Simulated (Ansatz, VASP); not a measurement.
Given: the input of a run of Ansatz 0.2.0 on BN.

The input input.yaml:

```yaml
crystal:
  lattice:
    - [0.0, 1.8485590667, 1.8485590667]
    - [1.8485590667, 0.0, 1.8485590667]
    - [1.8485590667, 1.8485590667, 0.0]
  atoms:
    - { symbol: "N", position: [0.25, 0.25, 0.25] }
    - { symbol: B, position: [0.0, 0.0, 0.0] }
kpoints:
  mp_grid: { grid: [13, 13, 13] }
scf:
  occupations: { method: fermi_dirac, width: 0.05 }
hamiltonian:
  xc: pbesol
  pseudopotentials: { kind: all_electron, lapw: { basis_error: 0.001 } }
output:
  forces: true
  stress: true
  eigenvalues: true
```

Potentials or basis: all-electron LAPW, scalar-relativistic.

Launch:

```bash
$ ansatz run input.yaml --threads 1 --pin off --max-ram 3072MiB --backend cpu --events-out ev --progress --plain --runs-dir out
```

Translate it to VASP 6.6.1. Potentials there: VASP PAW PBE potentials, release 64 (N, B).

As run (the cutoff follows the program's own potentials):

The input INCAR:

```
SYSTEM = BN
ALGO = Normal ; EDIFF = 1E-6
ENCUT = 520 ; GGA = PS
ISIF = 2 ; ISMEAR = -1
LASPH = .TRUE. ; LCHARG = .FALSE.
LREAL = .FALSE. ; LWAVE = .FALSE.
NBANDS = 11 ; NELM = 80
PREC = Accurate ; SIGMA = 0.05
```

KPOINTS

```
k-points
0
G
  13 13 13
  0 0 0
```

POSCAR

```
BN
1.0
    0.0000000000      1.8485590667      1.8485590667
    1.8485590667      0.0000000000      1.8485590667
    1.8485590667      1.8485590667      0.0000000000
N B
1 1
Direct
    0.2500000000      0.2500000000      0.2500000000
    0.0000000000      0.0000000000      0.0000000000
```

Potentials or basis: VASP PAW PBE potentials, release 64 (N, B).

The run is started by

```bash
$ cat potpaw_PBE.64/N/POTCAR potpaw_PBE.64/B/POTCAR > POTCAR
$ mpirun -np 1 vasp_std > vasp.out
```

Both were run:

|  | VASP | Ansatz | Ansatz less VASP |
| --- | --- | --- | --- |
| gap on the k mesh at the Fermi level (eV) | 4.27 | 4.28 | +0.007 |
| least direct gap on the mesh (eV) | 8.45 | 8.45 | +0.003 |
| pressure (GPa) | -24.9 | -25.2 | -0.36 |

VASP's potentials were made for PBE, not for PBEsol. Ansatz ran all-electron here, and VASP with PAW potentials.
